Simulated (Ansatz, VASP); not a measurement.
# ZnPdC4N4: VASP beside Ansatz

```
Zn Pd C N
1.0
     7.31910    0.00000    0.00000
     0.00000    7.31910    0.00000
     0.00000    0.00000    4.76729
Zn Pd C N
1 1 4 4
Direct
  0.50000 0.50000 0.00000
  0.00000 0.00000 0.00000
  0.19165 0.80835 0.00000
  0.80835 0.19165 0.00000
  0.19165 0.19165 0.00000
  0.80835 0.80835 0.00000
  0.30419 0.69581 0.00000
  0.69581 0.30419 0.00000
  0.30419 0.30419 0.00000
  0.69581 0.69581 0.00000
```

Alike in both runs: functional PBE; k mesh 4 × 4 × 6; occupations gaussian, width 0.02 eV; no spin polarisation.

Ansatz relaxed the structure, and its values are those at the end. VASP's run is a single point on that final structure, the one shown.

|  | VASP | Ansatz |
| --- | --- | --- |
| version | VASP 6.6.1 | Ansatz 0.2.0 |
| potentials or method | VASP PAW PBE potentials, release 64 (Zn, Pd_sv_GW, C, N), cutoff 700 eV | scalar-relativistic, plane waves, PAW |
| valence electrons in the cell | 66 | 66 |

VASP gave:

- gap on the k mesh at the Fermi level (eV): 3.06
- least direct gap on the mesh (eV): 3.18
- pressure (GPa): 0.3
- rms of the force components (eV/Å): 0.190

Problem. Estimate Ansatz's values.

Solution. gap on the k mesh at the Fermi level (eV): 3.06; least direct gap on the mesh (eV): 3.18; pressure (GPa): 0.0; rms of the force components (eV/Å): 0.001.

One of these differences is far larger than is usual between the two programs; its cause wasn't traced. Ansatz's warnings: xc potential rough in thin density.

Noted on VASP's run: the standard files for N, O and F lose accuracy on very short bonds.
